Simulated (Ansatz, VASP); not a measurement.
GaN: VASP beside Ansatz

```xyz
2
Lattice="0.0000 2.2489 2.2489 2.2489 0.0000 2.2489 2.2489 2.2489 0.0000" Properties=species:S:1:pos:R:3 pbc="T T T"
Ga    0.0000    0.0000    0.0000
N     3.3734    3.3734    3.3734
```

Alike in both runs: task single point; functional r2SCAN; k mesh 10 × 10 × 10; occupations gaussian, width 0.05 eV; no spin polarisation.

```csv
,VASP,Ansatz
version,VASP 6.6.1,Ansatz 0.2.0
potentials or method,"VASP PAW PBE potentials, release 64 (Ga_d, N), cutoff 520 eV","scalar-relativistic, plane waves, PAW"
valence electrons in the cell,18,18
```

```tsv
	VASP	Ansatz	Ansatz less VASP
gap on the k mesh at the Fermi level (eV)	2.16	2.17	+0.009
least direct gap on the mesh (eV)	2.16	2.17	+0.009
pressure (GPa)	1.1	0.0	-1.07
```

VASP's potentials were made for PBE, not for r2SCAN.
